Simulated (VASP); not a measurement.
Here is a VASP 6.6.1 calculation.

The input INCAR:

```
PREC = Accurate
ENCUT = 520
EDIFF = 1E-6
ISMEAR = 0
SIGMA = 0.15
LREAL = F
LASPH = T
NELM = 80
ALGO = Fast
ISIF = 2
LWAVE = F
LCHARG = F
GGA = PE
NBANDS = 63
```

Contents of KPOINTS:

```
Automatic mesh
0
Gamma
  13 13 5
```

The input POSCAR:

```
SiNi3
1.0
    0.0000000000     -3.5062596265      0.0000000000
    0.0000000000      0.0000000000     -3.5062596265
   12.5187788796      0.0000000000      0.0000000000
Si Ni
3 9
Direct
    1.0000000000      1.0000000000      0.2100459983
    1.0000000000      1.0000000000      0.4901260013
    1.0000000000      1.0000000000      0.7702060043
    0.5000000000      0.5000000000      0.7702060043
    0.5000000000      0.5000000000      0.2100459983
    0.5000000000      0.5000000000      0.4901260013
    0.0000000000      0.5000000000      0.0700059968
    0.0000000000      0.5000000000      0.3500859998
    0.0000000000      0.5000000000      0.6301660028
    0.5000000000      1.0000000000      0.0700059968
    0.5000000000      1.0000000000      0.3500859998
    0.5000000000      1.0000000000      0.6301660028
```

Potentials or basis: VASP PAW PBE potentials, release 64 (Si, Ni).

The run is started by

```console
$ cat potpaw_PBE.64/Si/POTCAR potpaw_PBE.64/Ni/POTCAR > POTCAR
$ mpirun -np 1 vasp_std > vasp.out
```

**Question.** Predict the largest force.

**Answer.** 0.899 eV/Å.

**Question.** Predict the band gap on the k mesh.

**Answer.** Zero (bands 51 and 52 overlap by 0.25 eV).

**Question.** Estimate the pressure.

**Answer.** -4.2 GPa.

Stress tensor (GPa, compression positive):
```
-4.97  0.00  0.00
 0.00 -3.75  0.00
 0.00  0.00 -3.75
```

Caveat: the cell differs from its parent crystal (the distance across one plane changed); the cell stands under tension. Spin polarisation is off, so any magnetic state and its effect on volume and gap are missing.
